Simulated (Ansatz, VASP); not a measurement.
## Ti3Se, level by level in two programs

```
Se Ti
1.0
     3.15423    0.00000    0.00000
    -1.57712    2.73164    0.00000
     0.00000    0.00000    7.83540
Se Ti
1 3
Direct
  0.00000 0.00000 0.00000
  0.66667 0.33333 0.50000
  0.33333 0.66667 0.77290
  0.33333 0.66667 0.22710
```

Single points on this cell with VASP 6.6.1 and Ansatz 0.2.0. Each row is one pair of runs. Alike in all rows: spin: off; k mesh: 10 × 10 × 4; smearing: fermi-dirac, width 0.05 eV.

| level | VASP's potentials, cutoff | Ansatz's potentials, cutoff | gap on the k mesh at the Fermi level (eV), VASP | gap on the k mesh at the Fermi level (eV), Ansatz | pressure (GPa), VASP | pressure (GPa), Ansatz | rms of the force components (eV/Å), VASP | rms of the force components (eV/Å), Ansatz |
| --- | --- | --- | --- | --- | --- | --- | --- | --- |
| PBE | VASP PAW PBE potentials, release 64 (Se, Ti_sv), 520 eV | Ansatz PAW, 420 eV | none | ? | 5.2 | ? | 0.074 | ? |
| r2SCAN | VASP PAW PBE potentials, release 64 (Se, Ti_sv), 520 eV | Ansatz PAW, 500 eV | none | none | 4.9 | 4.5 | 0.039 | 0.029 |
| LDA | VASP PAW LDA potentials, release 64 (Se, Ti_sv), 520 eV | Ansatz PAW, 420 eV | none | none | -3.4 | -3.6 | 0.019 | 0.006 |

Q: Fill in what Ansatz gave in row 1.

A: gap on the k mesh at the Fermi level (eV): none; pressure (GPa): 5.2; rms of the force components (eV/Å): 0.063.

VASP's potentials hold 42 valence electrons a cell and Ansatz's 52, so a difference there can come from the potentials and not from the codes.

A gap of «none» marks a metal or a gap that the smearing closes.
